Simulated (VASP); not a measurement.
# TaGaMo3: single point with PBE

The system is TaGaMo3.

```
Ta Ga Mo
1.0
     5.89141    0.00000    0.00000
    -2.94571    5.10211    0.00000
     0.00000    0.00000    7.07772
Ta Ga Mo
2 2 6
Direct
  0.00000 0.00000 0.25000
  0.00000 0.00000 0.75000
  0.33333 0.66667 0.25000
  0.66667 0.33333 0.75000
  0.50000 0.00000 0.00000
  0.00000 0.50000 0.00000
  0.50000 0.50000 0.00000
  0.50000 0.00000 0.50000
  0.00000 0.50000 0.50000
  0.50000 0.50000 0.50000
```

The cell was generated, and may not be a known phase.

```
Program             : VASP 6.6.1
Task                : single point
Functional          : PBE
Potentials or basis : VASP PAW PBE potentials, release 64 (Ta_pv, Ga_d, Mo_sv)
Cutoff              : 520 eV
k mesh              : 3 × 3 × 4
Occupations         : gaussian, width 0.1 eV
Spin                : no spin polarisation
```

- Pressure: -17.5 GPa
- Band gap on the k mesh: zero (bands 66 and 67 overlap by 0.34 eV)

Stress tensor (GPa, compression positive):
```
-24.49   0.00   0.00
  0.00 -24.49   0.00
  0.00   0.00  -3.64
```

Levels at points of the mesh, in eV from the Fermi level:
```
           k point  band 63  band 64  band 65  band 66  band 67  band 68  band 69  band 70
(0.00, 0.00, 0.00)    -0.82     0.15     0.15     0.32     0.51     0.54     0.54     0.88
(0.00, 0.00, 0.50)    -0.33    -0.33    -0.14    -0.14     0.47     0.47     0.47     0.47
```

It took 5.8 min on 1 thread of Intel(R) Xeon(R) 6975P-C (Granite Rapids) (shared host), peak memory 0.44 GiB.

Caveat: the k points lie up to 0.41 Å⁻¹ apart; spin-orbit coupling is left out, which moves the levels of the heavy elements.
